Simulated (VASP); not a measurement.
PbS:

```
Pb S
1.0
     2.05694   -3.56583    0.00000
     2.05694    3.56583    0.00000
     0.00000    0.00000    7.55994
Pb S
2 2
Direct
  0.00103 0.99897 0.51327
  0.99897 0.00103 0.01327
  0.66714 0.33286 0.30753
  0.33286 0.66714 0.80753
```

Base run:

| Quantity | Value |
| --- | --- |
| Program | VASP 6.6.1 |
| Functional | BLYP |
| Potentials or basis | VASP PAW PBE potentials, release 64 (Pb_d, S) |
| Cutoff | 500 eV |
| k mesh | 6 × 6 × 4 |
| Occupations | gaussian, width 0.01 eV |
| Spin | no spin polarisation |

Its results: band gap on the k mesh 0.61 eV (least direct gap 1.14 eV); pressure 4.2 GPa; largest force 0.121 eV/Å.

Problem. The run is repeated on the same cell with these changes: functional from BLYP to PBEsol. What comes out?

Solution. Band gap on the k mesh 0.40 eV (least direct gap 1.15 eV); pressure -1.8 GPa; largest force 0.006 eV/Å.

PBEsol binds more tightly than BLYP, so the same cell stands under less pressure.

Caveats: the PAW data sets were made with another functional, which shifts forces and pressure a little; spin-orbit coupling is left out, which moves the levels of the heavy elements; the cell stands under pressure (at least some runs).

A k mesh can miss the band edges.
